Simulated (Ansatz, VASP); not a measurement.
**Al in VASP and in Ansatz**

INCAR

```
SYSTEM = Al
ALGO     = Normal         ! electronic algorithm
EDIFF    = 1E-6           ! SCF threshold, eV
ENCUT    = 520            ! plane-wave cutoff, eV
GGA      = PE             ! functional
ISIF     = 2              ! what is computed and relaxed
ISMEAR   = -1             ! smearing method
LASPH    = .True.         ! aspherical terms in the spheres
LCHARG   = .True.         ! write CHGCAR
LELF     = .True.         ! ELF
LREAL    = .False.        ! projectors in reciprocal space
LVHAR    = .True.       
LWAVE    = .False.        ! write WAVECAR
NBANDS   = 14             ! bands
NELM     = 100            ! most SCF steps
PREC     = Accurate       ! precision mode
SIGMA    = 0.05           ! smearing width, eV
```

File KPOINTS:

```
k-points
0
Gamma
  11 11 3
  0 0 0
```

Contents of POSCAR:

```
Al
1.0
    2.8081027812      0.0000000000      0.0000000000
   -1.4040513906      2.4318883449      0.0000000000
    0.0000000000      0.0000000000      9.1243402522
Al
4
Direct
    0.6666666667      0.3333333333      0.7500000000
    0.0000000000      0.0000000000      0.5000000000
    0.3333333333      0.6666666667      0.2500000000
    0.0000000000      0.0000000000      0.0000000000
```

File input.yaml:

```yaml
crystal:
  lattice:
    - [2.8081027812, 0.0, 0.0]
    - [-1.4040513906, 2.4318883449, 0.0]
    - [0.0, 0.0, 9.1243402522]
  atoms:
    - { symbol: Al, position: [0.6666666667, 0.3333333333, 0.75] }
    - { symbol: Al, position: [0.0, 0.0, 0.5] }
    - { symbol: Al, position: [0.3333333333, 0.6666666667, 0.25] }
    - { symbol: Al, position: [0.0, 0.0, 0.0] }
hamiltonian:
  xc: pbe
  pseudopotentials: { kind: paw }
kpoints:
  mp_grid: { grid: [11, 11, 3] }
scf:
  occupations: { method: fermi_dirac, width: 0.05 }
output:
  forces: true
  stress: true
  eigenvalues: true
```

Alike in both runs: task single point; functional PBE; k mesh 11 × 11 × 3; occupations fermi-dirac, width 0.05 eV; no spin polarisation.

|  | VASP | Ansatz |
| --- | --- | --- |
| version | VASP 6.6.1 | Ansatz 0.2.0 |
| potentials or method | VASP PAW PBE potentials, release 64 (Al) | Ansatz PAW |
| plane-wave cutoff (eV) | 520 | 420 |
| valence electrons in the cell | 12 | 12 |

```tsv
	VASP	Ansatz	Ansatz less VASP
gap on the k mesh at the Fermi level (eV)	none	none	-
pressure (GPa)	5.4	5.5	+0.04
traceless stress, the component that is largest in VASP (GPa)	1.40	1.40	-0.006
```

A gap of «none» marks a metal or a gap that the smearing closes.
